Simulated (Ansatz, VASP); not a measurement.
# BiTe2 in VASP and in Ansatz

```
Bi Te
1.0
    -3.15148    3.15148    5.05225
     3.15148   -3.15148    5.05225
     3.15148    3.15148   -5.05225
Bi Te
2 4
Direct
  0.00000 0.00000 0.00000
  0.75000 0.25000 0.50000
  0.31999 0.31999 0.00000
  0.06999 0.56999 0.50000
  0.43001 0.93001 0.50000
  0.68001 0.68001 0.00000
```

Alike in both runs: functional PBE; k mesh 8 × 8 × 8; occupations gaussian, width 0.1 eV; no spin polarisation.

Ansatz relaxed the structure, and its values are those at the end. VASP's run is a single point on that final structure, the one shown.

|  | VASP | Ansatz |
| --- | --- | --- |
| version | VASP 6.6.1 | Ansatz 0.2.0 |
| potentials or method | VASP PAW PBE potentials, release 64 (Bi_d, Te), cutoff 520 eV | scalar-relativistic, plane waves, PAW |
| valence electrons in the cell | 54 | 94 |

VASP gave:

```
gap on the k mesh at the Fermi level (eV) : none
pressure (GPa)                            : 0.0
rms of the force components (eV/Å)        : 0.006
```

Task: Estimate Ansatz's values.

Result: gap on the k mesh at the Fermi level (eV): none; pressure (GPa): 0.0; rms of the force components (eV/Å): 0.003.

A gap of «none» marks a metal or a gap that the smearing closes. With one functional, cell and mesh, what is left measures potentials, basis and numerics. VASP's potentials hold 54 valence electrons a cell and Ansatz's 94, so a difference there can come from the potentials and not from the codes.

Neither program's run includes spin-orbit coupling.
